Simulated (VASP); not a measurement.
A run of VASP 6.6.1 is set up as follows.

Contents of INCAR:

```
PREC = Accurate
ENCUT = 520
EDIFF = 1E-6
ISMEAR = 0
SIGMA = 0.1
LREAL = F
LASPH = T
NELM = 80
ALGO = Normal
ISIF = 2
LWAVE = F
LCHARG = T
GGA = PE
LELF = T
LVHAR = T
NBANDS = 42
```

Contents of KPOINTS:

```
regular mesh
0
Gamma
  4 4 2
```

Contents of POSCAR:

```
LiF
1.0
    1.4827888476     -2.5682656209      0.0000000000
   -4.4483665428     -2.5682656209      0.0000000000
    0.0000000000      0.0000000000     -7.3523263888
Li F
6 6
Direct
    0.5000000000      1.0000000000      0.8333333333
    1.0000000000      0.5000000000      0.8333333333
    0.7500000000      0.7500000000      0.1666666667
    0.2500000000      0.2500000000      0.1666666667
    0.2500000000      0.7500000000      0.5000000000
    0.7500000000      0.2500000000      0.5000000000
    0.7500000000      0.7500000000      0.6666666667
    0.2500000000      0.2500000000      0.6666666667
    0.2500000000      0.7500000000      1.0000000000
    0.7500000000      0.2500000000      1.0000000000
    0.5000000000      1.0000000000      0.3333333333
    1.0000000000      0.5000000000      0.3333333333
```

Potentials or basis: VASP PAW PBE potentials, release 64 (Li_sv, F).

Run with:

```console
$ cat potpaw_PBE.64/Li_sv/POTCAR potpaw_PBE.64/F/POTCAR > POTCAR
$ mpirun -np 1 vasp_std > vasp.out
```

(1) Predict the band gap on the k mesh.

Results:

(1) 7.80 eV.

Caveat: the k points lie up to 0.53 Å⁻¹ apart.
